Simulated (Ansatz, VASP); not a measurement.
SrO: VASP beside Ansatz

Contents of INCAR:

```
PREC     = Accurate       # precision mode
ENCUT    = 520            # plane-wave cutoff, eV
EDIFF    = 1E-6           # SCF threshold, eV
ISMEAR   = -1             # smearing method
SIGMA    = 0.05           # smearing width, eV
LREAL    = False          # projectors in reciprocal space
LASPH    = True           # aspherical terms in the spheres
NELM     = 100            # most SCF steps
ALGO     = Normal         # electronic algorithm
ISIF     = 2              # what is computed and relaxed
LWAVE    = False          # write WAVECAR
LCHARG   = False          # write CHGCAR
GGA      = PS             # functional
NBANDS   = 15             # bands
```

KPOINTS

```
regular mesh
0
Gamma
  9 9 9
```

Contents of POSCAR:

```
SrO
1.0
    0.0000000000      2.6000709780      2.6000709780
    2.6000709780      0.0000000000      2.6000709780
    2.6000709780      2.6000709780      0.0000000000
Sr O
1 1
Direct
    0.5000000000      0.5000000000      0.5000000000
    0.0000000000      0.0000000000      0.0000000000
```

File input.yaml:

```yaml
crystal:
  lattice:
    - [0.0, 2.600070978, 2.600070978]
    - [2.600070978, 0.0, 2.600070978]
    - [2.600070978, 2.600070978, 0.0]
  atoms:
    - { symbol: Sr, position: [0.5, 0.5, 0.5] }
    - { symbol: O, position: [0.0, 0.0, 0.0] }
kpoints:
  mp_grid: { grid: [9, 9, 9] }
scf:
  occupations: { method: fermi_dirac, width: 0.05 }
hamiltonian:
  xc: pbesol
  pseudopotentials: { kind: all_electron, lapw: { basis_error: 0.0005 } }
output:
  forces: true
  stress: true
  eigenvalues: true
```

Change from the starting cell: volume scaled by 1.04.

Alike in both runs: task single point; functional PBEsol; k mesh 9 × 9 × 9; occupations fermi-dirac, width 0.05 eV; no spin polarisation.

|  | VASP | Ansatz |
| --- | --- | --- |
| version | VASP 6.6.1 | Ansatz 0.2.0 |
| potentials or method | VASP PAW PBE potentials, release 64 (Sr_sv, O), cutoff 520 eV | all-electron LAPW, scalar-relativistic |

```tsv
	VASP	Ansatz	Ansatz less VASP
gap on the k mesh at the Fermi level (eV)	3.23	3.28	+0.042
least direct gap on the mesh (eV)	3.35	3.38	+0.033
pressure (GPa)	-3.3	-3.8	-0.52
```

VASP's potentials were made for PBE, not for PBEsol. Ansatz ran all-electron here, and VASP with PAW potentials.
